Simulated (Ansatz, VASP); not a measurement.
**AlN in VASP and in Ansatz**

```
Al N
1.0
     0.00043    2.18290    2.18316
     2.18549   -0.06894    2.25254
     2.18255    2.24939   -0.06605
Al N
1 1
Direct
  0.97414 0.00056 0.01473
  0.77141 0.71708 0.72625
```

Alike in both runs: task single point; functional PBE; k mesh 6 × 6 × 6; no spin polarisation.

```csv
,VASP,Ansatz
version,VASP 6.6.1,Ansatz 0.2.0
potentials or method,"VASP PAW PBE potentials, release 64 (Al, N), cutoff 520 eV","plane waves, PAW"
occupations,"gaussian, width 0.01 eV",fixed
valence electrons in the cell,8,8
```

|  | VASP | Ansatz | Ansatz less VASP |
| --- | --- | --- | --- |
| pressure (GPa) | -6.7 | -6.4 | +0.27 |
| traceless stress, the component that is largest in VASP (GPa) | 4.48 | 4.42 | -0.063 |
| rms of the force components (eV/Å) | 0.841 | 0.839 | -0.0015 |

Atom by atom the forces differ by 0.001 eV/Å (rms over components).
